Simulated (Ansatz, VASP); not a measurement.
Two plane-wave programs on PtSe2

```
Pt Se
1.0
     3.72400    0.00000    0.00000
    -1.86200    3.22508    0.00000
     0.00000    0.00000    5.06200
Pt Se
1 2
Direct
  0.00000 0.00000 0.00000
  0.66667 0.33333 0.75000
  0.33333 0.66667 0.25000
```

Alike in both runs: functional LDA; k mesh 8 × 8 × 5; occupations fermi-dirac, width 0.05 eV; no spin polarisation; Hubbard terms Pt d U = 8.0 eV.

```csv
,VASP,Ansatz
version,VASP 6.6.1,Ansatz 0.2.0
potentials or method,"VASP PAW LDA potentials, release 64 (Pt, Se)",Ansatz PAW
plane-wave cutoff (eV),520,420
valence electrons in the cell,22,50
task,single point,projected density of states
```

|  | VASP | Ansatz | Ansatz less VASP |
| --- | --- | --- | --- |
| gap on the k mesh at the Fermi level (eV) | none | none | - |
| pressure (GPa) | -6.6 | 0.4 | +6.96 |
| traceless stress, the component that is largest in VASP (GPa) | 0.78 | -1.55 | -2.334 |
| rms of the force components (eV/Å) | 0.137 | 0.199 | +0.0621 |

LDA's correlation is that of Perdew and Zunger in VASP and of Perdew and Wang (1992) in Ansatz. The programs project onto different local orbitals, so the same U acts differently, and such runs can settle in different states. Atom by atom the forces differ by 0.336 eV/Å (rms over components). A gap of «none» marks a metal or a gap that the smearing closes. VASP's potentials hold 22 valence electrons a cell and Ansatz's 50, so a difference there can come from the potentials and not from the codes.

Spin-orbit coupling is off throughout.
